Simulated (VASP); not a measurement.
A run of VASP 6.6.1 is set up as follows.

INCAR

```
ALGO     = Normal         # electronic algorithm
EDIFF    = 1E-7           # SCF threshold, eV
ENCUT    = 520            # plane-wave cutoff, eV
GGA      = PE             # functional
ISIF     = 2              # what is computed and relaxed
ISMEAR   = 0              # smearing method
LASPH    = T              # aspherical terms in the spheres
LCHARG   = F              # write CHGCAR
LREAL    = F              # projectors in reciprocal space
LWAVE    = F              # write WAVECAR
NBANDS   = 15             # bands
NELM     = 100            # most SCF steps
PREC     = Accurate       # precision mode
SIGMA    = 0.01           # smearing width, eV
```

Contents of KPOINTS:

```
k-points
0
Gamma
  4 4 4
```

The input POSCAR:

```
KCl
1.0
    0.0000000000      3.5072828541      3.5072828541
    3.5072828541      0.0000000000      3.5072828541
    3.5072828541      3.5072828541      0.0000000000
K Cl
1 1
Direct
    0.0000000000      0.0000000000      0.0000000000
    0.2500000000      0.2500000000      0.2500000000
```

Potentials or basis: VASP PAW PBE potentials, release 64 (K_sv, Cl).

Command:

```console
$ cat potpaw_PBE.64/K_sv/POTCAR potpaw_PBE.64/Cl/POTCAR > POTCAR
$ mpirun -np 1 vasp_std > vasp.out
```

(1) Estimate the pressure.

(2) What does it give for the band gap on the k mesh?

Answers

(1) 0.3 GPa.

(2) 4.77 eV, indirect (least direct gap 4.81 eV).
